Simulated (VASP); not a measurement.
# SiC (Moissanite): single point with PBEsol

SiC (Moissanite):

```
Si C
1.0
     3.07600    0.00000    0.00000
    -1.53800    2.66389    0.00000
     0.00000    0.00000    5.04800
Si C
2 2
Direct
  0.33333 0.66667 0.00000
  0.66667 0.33333 0.50000
  0.33333 0.66667 0.38500
  0.66667 0.33333 0.88500
```

* Program: VASP 6.6.1
* Task: single point
* Functional: PBEsol
* Potentials or basis: VASP PAW PBE potentials, release 64 (Si, C)
* Cutoff: 520 eV
* k mesh: 12 × 12 × 4
* Occupations: gaussian, width 0.05 eV
* Spin: no spin polarisation
* Dipole correction: no
* Further INCAR settings: ALGO = Normal; EDIFF = 1e-06; NBANDS = 16

The pressure is 0.6 GPa. The largest force is 0.750 eV/Å. The band gap on the k mesh is 2.16 eV, indirect (least direct gap 3.96 eV).

Forces in eV/Å, atoms in the order of the input:
```
Si   0.000  0.000  0.750
Si   0.000  0.000  0.750
C    0.000  0.000 -0.750
C    0.000  0.000 -0.750
```

Stress tensor (GPa, compression positive):
```
 2.27  0.00  0.00
 0.00  2.27  0.00
 0.00  0.00 -2.70
```

Levels at points of the mesh, in eV from the valence-band top:
| k point | band 6 | band 7 | band 8 | band 9 | band 10 | band 11 |
| --- | --- | --- | --- | --- | --- | --- |
| (0.00, 0.00, 0.00) | -0.27 | -0.27 | 0.00 | 4.57 | 5.97 | 6.44 |
| (0.50, 0.00, 0.00) | -3.56 | -3.31 | -1.49 | 2.47 | 4.10 | 6.66 |
| (0.00, 0.00, 0.50) | -0.96 | -0.96 | -0.96 | 5.65 | 5.65 | 7.10 |
| (0.50, 0.00, 0.50) | -2.70 | -2.35 | -2.35 | 3.05 | 3.05 | 4.90 |

It took 18 s on 1 thread of AMD EPYC 9R45 96-Core Processor (Zen 5) (shared host), peak memory 0.14 GiB.

Caveat: the PAW data sets were made with another functional, which shifts forces and pressure a little. A k mesh can miss the band edges.
